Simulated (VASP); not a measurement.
A run of VASP 6.6.1 is set up as follows.

Contents of INCAR:

```
ALGO = Normal
EDIFF = 1E-6
ENCUT = 500
GGA = PE
GGA_COMPAT = False
ISIF = 2
ISMEAR = 0
LASPH = True
LCHARG = True
LELF = True
LREAL = False
LVHAR = True
LWAVE = False
NBANDS = 16
NELM = 120
PREC = Accurate
SIGMA = 0.02
```

KPOINTS

```
k-points
0
Gamma
  8 8 8
```

POSCAR

```
CdTe
1.0
    0.0000000000      3.3094349698      3.3094349698
    3.3094349698      0.0000000000      3.3094349698
    3.3094349698      3.3094349698      0.0000000000
Cd Te
1 1
Direct
    0.0000000000      0.0000000000      0.0000000000
    0.2500000000      0.2500000000      0.2500000000
```

Potentials or basis: VASP PAW PBE potentials, release 64 (Cd, Te).

Command:

```console
$ cat potpaw_PBE.64/Cd/POTCAR potpaw_PBE.64/Te/POTCAR > POTCAR
$ mpirun -np 1 vasp_std > vasp.out
```

(1) What does it give for the band gap on the k mesh?

(2) Predict the pressure.

Results:

(1) 0.58 eV.

(2) 0.1 GPa.

Caveat: semilocal functionals underestimate gaps, and a narrow one can read as zero; spin-orbit coupling is left out, which moves the levels of the heavy elements.
